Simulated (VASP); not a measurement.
# LiBe4 (Pm-3m) in VASP: notebook

LiBe4 is run at these levels: PBE; tasks: relaxation of cell and atoms.

Program: VASP 6.6.1. These are calculated values, not measurements. Logs are shortened: lines on timing, memory, paths and dates and some standing lists are left out, and cuts for length are marked.

## 1. The cell of the first run

The structure is cubic, space group Pm-3m (No. 221). The conventional cell has a = 3.529 Å, b = 3.529 Å, c = 3.529 Å, α = 90.00°, β = 90.00°, γ = 90.00°. Li (site symmetry m-3m) has 6 Be at 1.76 Å within 2.3 Å. Within 2.3 Å of Be (site symmetry 4/mmm) lie 2 Li at 1.76 Å. Within 3.3 Å of Be (site symmetry m-3m) lie 12 Be at 2.50 Å and 8 Li at 3.06 Å.

The cell was generated, and may not be a known phase.

## 2. Relaxation of cell and atoms, PBE

File INCAR:

```
SYSTEM = LiBe4
ALGO     = Normal         ! electronic algorithm
EDIFF    = 1E-7           ! SCF threshold, eV
EDIFFG   = -0.08          ! ionic threshold
ENCUT    = 750            ! plane-wave cutoff, eV
GGA      = PE             ! functional
GGA_COMPAT= .FALSE.      
IBRION   = 2              ! ionic algorithm
ISIF     = 3              ! what is computed and relaxed
ISMEAR   = 0              ! smearing method
LASPH    = .TRUE.         ! aspherical terms in the spheres
LCHARG   = .FALSE.        ! write CHGCAR
LREAL    = .FALSE.        ! projectors in reciprocal space
LWAVE    = .FALSE.        ! write WAVECAR
NELM     = 120            ! most SCF steps
NELMIN   = 4            
NSW      = 36             ! ionic steps
PREC     = Accurate       ! precision mode
SIGMA    = 0.2            ! smearing width, eV
```

File KPOINTS:

```
k-points
0
G
  5 5 5
  0 0 0
```

File POSCAR:

```
LiBe4
1.0
    3.5288741800      0.0000000000      0.0000000000
    0.0000000000      3.5288741800      0.0000000000
    0.0000000000      0.0000000000      3.5288741800
Li Be
1 4
Direct
    0.5000000000      0.5000000000      0.5000000000
    0.0000000000      0.5000000000      0.5000000000
    0.5000000000      0.0000000000      0.5000000000
    0.5000000000      0.5000000000      0.0000000000
    0.0000000000      0.0000000000      0.0000000000
```

Potentials or basis: VASP PAW PBE potentials, release 64 (Li_sv, Be).

Run with:

```
cat potpaw_PBE.64/Li_sv/POTCAR potpaw_PBE.64/Be/POTCAR > POTCAR
mpirun -np 1 vasp_std > vasp.out
```

OUTCAR:

```text
SYSTEM = LiBe4
   EDIFF = 1E-7
   EDIFFG = -0.08
   ENCUT = 750
   GGA = PE
   IBRION = 2
   ISIF = 3
   ISMEAR = 0
   LASPH = .TRUE.
   LREAL = .FALSE.
   NELM = 120
   NELMIN = 4
   NSW = 36
   PREC = Accurate

 ion  position               nearest neighbor table
   1  0.500  0.500  0.500-   2 1.76   3 1.76   4 1.76   4 1.76   3 1.76   2 1.76
   2  0.000  0.500  0.500-   1 1.76   1 1.76
   3  0.500  0.000  0.500-   1 1.76   1 1.76
   4  0.500  0.500  0.000-   1 1.76   1 1.76
   5  0.000  0.000  0.000-

  LATTYP: Found a simple cubic cell.
 ALAT       =     3.5288741800

  Lattice vectors:

 A1 = (   3.5288741800,   0.0000000000,   0.0000000000)
 A2 = (   0.0000000000,   3.5288741800,   0.0000000000)
 A3 = (   0.0000000000,   0.0000000000,   3.5288741800)

Analysis of symmetry for initial positions (statically):
=====================================================================
 Subroutine PRICEL returns:
 Original cell was already a primitive cell.

 Routine SETGRP: Setting up the symmetry group for a
 simple cubic supercell.

 Subroutine GETGRP returns: Found 48 space group operations
 (whereof 48 operations were pure point group operations)
 out of a pool of 48 trial point group operations.

The static configuration has the point symmetry O_h .

Analysis of symmetry for dynamics (positions and initial velocities):
=====================================================================
 Subroutine PRICEL returns:
 Original cell was already a primitive cell.

 Routine SETGRP: Setting up the symmetry group for a
 simple cubic supercell.

 Subroutine GETGRP returns: Found 48 space group operations
 (whereof 48 operations were pure point group operations)
 out of a pool of 48 trial point group operations.

The dynamic configuration has the point symmetry O_h .

 Subroutine INISYM returns: Found 48 space group operations
 (whereof 48 operations are pure point group operations),
 and found     1 'primitive' translations

----------------------------------------------------------------------------------------

                                     Primitive cell

  volume of cell :      43.9449

  direct lattice vectors                    reciprocal lattice vectors
     3.528874180  0.000000000  0.000000000     0.283376496  0.000000000  0.000000000
     0.000000000  3.528874180  0.000000000     0.000000000  0.283376496  0.000000000
     0.000000000  0.000000000  3.528874180     0.000000000  0.000000000  0.283376496

  length of vectors
     3.528874180  3.528874180  3.528874180     0.283376496  0.283376496  0.283376496

  position of ions in fractional coordinates (direct lattice)
     0.500000000  0.500000000  0.500000000
     0.000000000  0.500000000  0.500000000
[... 60 lines left out ...]
   ISTART =      0    job   : 0-new  1-cont  2-samecut
   ICHARG =      2    charge: 1-file 2-atom 10-const
   ISPIN  =      1    spin polarized calculation?
   LNONCOLLINEAR =      F non collinear calculations
   LSORBIT =      F    spin-orbit coupling
   LASPH  =      T    aspherical Exc in radial PAW
   ENCUT  =  750.0 eV  55.12 Ry    7.42 a.u.   7.88  7.88  7.88*2*pi/ulx,y,z
   NELM   =    120;   NELMIN=  4; NELMDL= -5     # of ELM steps
   EDIFF  = 0.1E-06   stopping-criterion for ELM
   LREAL  =      F    real-space projection
   EDIFFG = -.8E-01   stopping-criterion for IOM
   NSW    =     36    number of steps for IOM
   IBRION =      2    ionic relax: 0-MD 1-quasi-New 2-CG
   NFREE  =      1    steps in history (QN), initial steepest desc. (CG)
   ISIF   =      3    stress and relaxation
   ISYM   =      2    0-nonsym 1-usesym 2-fastsym
   POTIM  = 0.5000    time-step for ionic-motion
   TEBEG  =    0.0;   TEEND  =   0.0 temperature during run
   PSTRESS=    0.0 pullay stress
   NELECT =      11.0000    total number of electrons
   NUPDOWN=      -1.0000    fix difference up-down
   EMIN   =  10.00;   EMAX   =-10.00  energy-range for DOS
   EFERMI =   0.00;   METHOD = LEGACY
   ISMEAR =     0;   SIGMA  =   0.20  broadening in eV -4-tet -1-fermi 0-gaus
   EFERMI_NEDOS =   21; number of points for ismear=-14 and -15
   IALGO  =     38    algorithm
   IMIX   =      4    mixing-type and parameters
     AMIX     =   0.40;   BMIX     =  1.00
     AMIX_MAG =   1.60;   BMIX_MAG =  1.00
  volume/ion in A,a.u.               =       8.79        59.31
  Fermi-wavevector in a.u.,A,eV,Ry     =   1.031738  1.949703 14.483183  1.064484
  Thomas-Fermi vector in A             =   2.165901
   LORBIT       =      0    0 simple, 1 ext, 2 COOP (PROOUT), +10 PAW based schemes
   GGA     = PE    functional components
   LHFCALC =     F    Hartree Fock is set to
   AEXX    =    0.0000 exact exchange contribution
   IVDW    =     0    specifies the selected vdW correction
   LEPSILON=     F    determine dielectric tensor
   LRPA    =     F    only Hartree local field effects (RPA)
 conjugate gradient relaxation of ions
 non-spin polarized calculation
 Gauss-broadening in eV      SIGMA  =   0.20
  energy-cutoff  :      750.00
  volume of cell :       43.94
 maximum number of plane-waves:      2103
 NGX is ok and might be reduce to    32
   NGX = 15   NGY = 15   NGZ = 15

--------------------------------------- Ionic step        1  -------------------------------------------

 number of electron      10.9999998 magnetization

 Free energy of the ion-electron system (eV)
  ---------------------------------------------------
  ext. energy  EPLUGINS =         0.00000000
  ---------------------------------------------------
  free energy    TOTEN  =       -10.52226653 eV

  energy without entropy =      -10.47412390  energy(sigma->0) =      -10.49819521

 E-fermi :   5.0730     XC(G=0): -10.0792

 val. band max:        4.9856858019   @ k =   0.4000   0.2000   0.0000
 cond. band min:       5.1442450730   @ k =   0.4000   0.4000   0.4000
 fundamental gap:      0.1585592711
 Fermi energy:         5.0730389746

 k-point     1 :       0.0000    0.0000    0.0000
  band No.  band energies     occupation
      1     -40.2968      2.00000
      2      -3.7164      2.00000
      3       2.7199      2.00000
      4       2.7199      2.00000
      5       2.7199      2.00000
      6       8.3649      0.00000
      7       8.3649      0.00000
      8      10.8698      0.00000
      9      11.4487      0.00000
[... 222 lines left out ...]
--------------------------------------- Ionic step        4  -------------------------------------------

 number of electron      10.9999998 magnetization

 Free energy of the ion-electron system (eV)
  ---------------------------------------------------
  ext. energy  EPLUGINS =         0.00000000
  ---------------------------------------------------
  free energy    TOTEN  =       -10.98965283 eV

  energy without entropy =      -10.93773761  energy(sigma->0) =      -10.96369522

 E-fermi :   3.7123     XC(G=0):  -9.4362

 val. band max:        3.6551775354   @ k =   0.4000   0.2000   0.0000
 cond. band min:       3.8512427560   @ k =   0.4000   0.2000   0.2000
 fundamental gap:      0.1960652206
 Fermi energy:         3.7123019906

 k-point     1 :       0.0000    0.0000    0.0000
  band No.  band energies     occupation
      1     -41.3424      2.00000
      2      -4.2539      2.00000
      3       1.8026      2.00000
      4       1.8026      2.00000
      5       1.8026      2.00000
      6       6.2940      0.00000
      7       6.2940      0.00000
      8       7.8057      0.00000
      9       9.2188      0.00000
[... 138 lines left out ...]
  FREE ENERGIE OF THE ION-ELECTRON SYSTEM (eV)
  ---------------------------------------------------
  free  energy   TOTEN  =       -10.9896528317 eV

  energy  without entropy=      -10.9377376054  energy(sigma->0) =      -10.96369522

 reached required accuracy - stopping structural energy minimisation
```

OSZICAR:

```text
N       E                     dE             d eps       ncg     rms          rms(c)
DAV:   1     0.298790271310E+02    0.29879E+02   -0.62904E+03   180   0.140E+03
DAV:   2    -0.826263418816E+01   -0.38142E+02   -0.36837E+02   259   0.224E+02
DAV:   3    -0.108032042613E+02   -0.25406E+01   -0.24907E+01   241   0.532E+01
[... 44 lines left out ...]
DAV:   5    -0.109897041795E+02    0.31833E-03   -0.11497E-03   288   0.293E-01    0.352E-02
DAV:   6    -0.109896588021E+02    0.45377E-04   -0.44383E-04   229   0.157E-01    0.120E-02
DAV:   7    -0.109896525606E+02    0.62414E-05   -0.33849E-05   232   0.414E-02    0.443E-03
DAV:   8    -0.109896528389E+02   -0.27823E-06   -0.98751E-06   267   0.241E-02    0.242E-03
DAV:   9    -0.109896528317E+02    0.71497E-08   -0.65749E-07   205   0.644E-03
   4 F= -.10989653E+02 E0= -.10963695E+02  d E =-.467386E+00
```

CONTCAR:

```text
LiBe4
   1.00000000000000
     3.7803805741336940    0.0000000000000000    0.0000000000000000
    -0.0000000000000000    3.7803805741336940   -0.0000000000000000
    -0.0000000000000000    0.0000000000000000    3.7803805741336944
  Li              Be
     1     4
Direct
     0.5000000000000000    0.5000000000000000    0.5000000000000000
     0.0000000000000000    0.5000000000000000    0.5000000000000000
     0.5000000000000000    0.0000000000000000    0.5000000000000000
     0.5000000000000000    0.5000000000000000    0.0000000000000000
     0.0000000000000000    0.0000000000000000    0.0000000000000000

  0.00000000E+00  0.00000000E+00  0.00000000E+00
  0.00000000E+00  0.00000000E+00  0.00000000E+00
  0.00000000E+00  0.00000000E+00  0.00000000E+00
  0.00000000E+00  0.00000000E+00  0.00000000E+00
  0.00000000E+00  0.00000000E+00  0.00000000E+00
```

It took 44 s on 1 thread of Intel Xeon 8259CL, shared host; peak memory 0.17 GiB.

Results:

```
Free energy                           : -10.9897 eV
Relaxed volume                        : 10.81 Å³/atom
Relaxed cell                          : a = 3.780 Å, b = 3.780 Å, c = 3.780 Å, α = 90.00°, β = 90.00°, γ = 90.00°
Space group after relaxing (to 0.1 Å) : Pm-3m (No. 221)
Energy gained by relaxing             : 93.5 meV/atom
Ionic steps                           : 4
Pressure after relaxing               : -0.1 GPa
Band gap on the k mesh                : zero (an odd number of electrons rules out a gap without spin polarisation)
```

Step by step:
| step | energy change (eV) | largest force (eV/Å) | pressure (GPa) | volume (Å³) |
| --- | --- | --- | --- | --- |
| 1 | 0.0000 | 0.0000 | 17.39 | 43.94 |
| 2 | -0.4159 | 0.0000 | 4.75 | 50.30 |
| 3 | -0.4615 | 0.0000 | -1.40 | 55.27 |
| 4 | -0.4674 | 0.0000 | -0.08 | 54.03 |

Final structure:
```xyz
5
Lattice="3.7804 0.0000 0.0000 0.0000 3.7804 0.0000 0.0000 0.0000 3.7804" Properties=species:S:1:pos:R:3 pbc="T T T"
Li    1.8902    1.8902    1.8902
Be    0.0000    1.8902    1.8902
Be    1.8902    0.0000    1.8902
Be    1.8902    1.8902    0.0000
Be    0.0000    0.0000    0.0000
```

Levels at points of the mesh, in eV from the Fermi level:
| k point | band 1 | band 2 | band 3 | band 4 | band 5 | band 6 | band 7 | band 8 | band 9 |
| --- | --- | --- | --- | --- | --- | --- | --- | --- | --- |
| (0.00, 0.00, 0.00) | -45.05 | -7.97 | -1.91 | -1.91 | -1.91 | 2.58 | 2.58 | 4.09 | 5.51 |

Caveat: the volume moved by over 15 % at a fixed basis, so the end points are rough.

## 3. Relaxation of cell and atoms, PBE

This run uses another cell than the first one, of 9.18 Å³/atom.

File INCAR:

```
PREC = Accurate
ENCUT = 750
EDIFF = 1E-7
ISMEAR = 0
SIGMA = 0.2
LREAL = False
LASPH = True
NELM = 120
ALGO = Normal
ISIF = 3
LWAVE = False
LCHARG = False
GGA = PE
IBRION = 2
NSW = 36
EDIFFG = -0.08
GGA_COMPAT = False
NELMIN = 4
```

File KPOINTS:

```
Automatic mesh
0
Gamma
  5 5 5
```

File POSCAR:

```
LiBe4
1.0
    3.5808483700      0.0000000000      0.0000000000
    0.0000000000      3.5808483700      0.0000000000
    0.0000000000      0.0000000000      3.5808483700
Li Be
1 4
Direct
    0.5000000000      0.5000000000      0.5000000000
    0.5000000000      0.0000000000      0.0000000000
    0.0000000000      0.5000000000      0.0000000000
    0.0000000000      0.0000000000      0.5000000000
    0.0000000000      0.0000000000      0.0000000000
```

Potentials or basis: VASP PAW PBE potentials, release 64 (Li_sv, Be).

Run with:

```
cat potpaw_PBE.64/Li_sv/POTCAR potpaw_PBE.64/Be/POTCAR > POTCAR
mpirun -np 1 vasp_std > vasp.out
```

It took 30 s on 1 thread of Intel Xeon 8259CL, shared host; peak memory 0.17 GiB.

Results (log left out):

| Quantity | Value |
| --- | --- |
| Free energy | -14.8313 eV |
| Relaxed volume | 11.37 Å³/atom |
| Relaxed cell | a = 3.845 Å, b = 3.845 Å, c = 3.845 Å, α = 90.00°, β = 90.00°, γ = 90.00° |
| Space group after relaxing (to 0.1 Å) | Pm-3m (No. 221) |
| Energy gained by relaxing | 99.2 meV/atom |
| Ionic steps | 3 |
| Pressure after relaxing | -0.8 GPa |
| Band gap on the k mesh | zero (an odd number of electrons rules out a gap without spin polarisation) |

Step by step:
```
step  energy change (eV)  largest force (eV/Å)  pressure (GPa)  volume (Å³)
   1              0.0000                0.0000           18.09        45.92
   2             -0.4638                0.0000            3.84        53.16
   3             -0.4961                0.0000           -0.78        56.83
```

Final structure:
```cif
data_structure
_symmetry_space_group_name_H-M 'P 1'
_symmetry_Int_Tables_number 1
_cell_length_a 3.8446
_cell_length_b 3.8446
_cell_length_c 3.8446
_cell_angle_alpha 90.000
_cell_angle_beta 90.000
_cell_angle_gamma 90.000
_cell_volume 56.83
loop_
_atom_site_label
_atom_site_type_symbol
_atom_site_fract_x
_atom_site_fract_y
_atom_site_fract_z
_atom_site_occupancy
Li1 Li 0.50000 0.50000 0.50000 1
Be1 Be 0.50000 0.00000 0.00000 1
Be2 Be 0.00000 0.50000 0.00000 1
Be3 Be 0.00000 0.00000 0.50000 1
Be4 Be 0.00000 0.00000 0.00000 1
```

Levels at points of the mesh, in eV from the Fermi level:
```csv
k point,band 2,band 3,band 4,band 5,band 6,band 7,band 8,band 9
"(0.00, 0.00, 0.00)",-8.18,-2.34,-2.34,-2.34,2.31,2.31,4.03,5.98
```

Caveat: the volume moved by over 15 % at a fixed basis, so the end points are rough.

The gap in the log of VASP goes by the Fermi energy; the results here count the filled bands.